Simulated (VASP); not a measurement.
Input of a VASP 6.6.1 run:

POSCAR

```
In
1.0
   -1.8698904617      1.8698904617      1.8698904617
    1.8698904617     -1.8698904617      1.8698904617
    1.8698904617      1.8698904617     -1.8698904617
In
1
Direct
    0.0000000000      0.0000000000      0.0000000000
```

File INCAR.step1:

```
ALGO     = Normal         # electronic algorithm
EDIFF    = 1E-5           # SCF threshold, eV
ENCUT    = 520            # plane-wave cutoff, eV
GGA      = PE             # functional
ISIF     = 2              # what is computed and relaxed
ISMEAR   = -1             # smearing method
LASPH    = True           # aspherical terms in the spheres
LCHARG   = False          # write CHGCAR
LREAL    = False          # projectors in reciprocal space
LWAVE    = True           # write WAVECAR
NBANDS   = 12             # bands
NELM     = 60             # most SCF steps
PREC     = Accurate       # precision mode
SIGMA    = 0.05           # smearing width, eV
```

INCAR.step2

```
AEXX     = 0.25           # exact-exchange fraction
ALGO     = Normal         # electronic algorithm
EDIFF    = 1E-6           # SCF threshold, eV
ENCUT    = 520            # plane-wave cutoff, eV
GGA      = PE             # functional
HFSCREEN = 0.3            # screening, 1/A
ISIF     = 2              # what is computed and relaxed
ISMEAR   = -1             # smearing method
ISTART   = 1            
LASPH    = True           # aspherical terms in the spheres
LCHARG   = False          # write CHGCAR
LHFCALC  = True           # exact exchange
LREAL    = False          # projectors in reciprocal space
LWAVE    = False          # write WAVECAR
NBANDS   = 12             # bands
NELM     = 60             # most SCF steps
PREC     = Accurate       # precision mode
PRECFOCK = Normal       
SIGMA    = 0.05           # smearing width, eV
```

File KPOINTS:

```
k-points
0
Gamma
  5 5 5
```

Potentials or basis: VASP PAW PBE potentials, release 64 (In_d).

Command:

```bash
$ cat potpaw_PBE.64/In_d/POTCAR > POTCAR
$ cp INCAR.step1 INCAR
$ mpirun -np 1 vasp_std > vasp.out
$ cp INCAR.step2 INCAR
$ mpirun -np 1 vasp_std > vasp.out
```

Task: Estimate the pressure.

Result: 0.5 GPa.

Caveat: the k points lie up to 0.48 Å⁻¹ apart; the PAW data sets were made with another functional, which shifts forces and pressure a little.
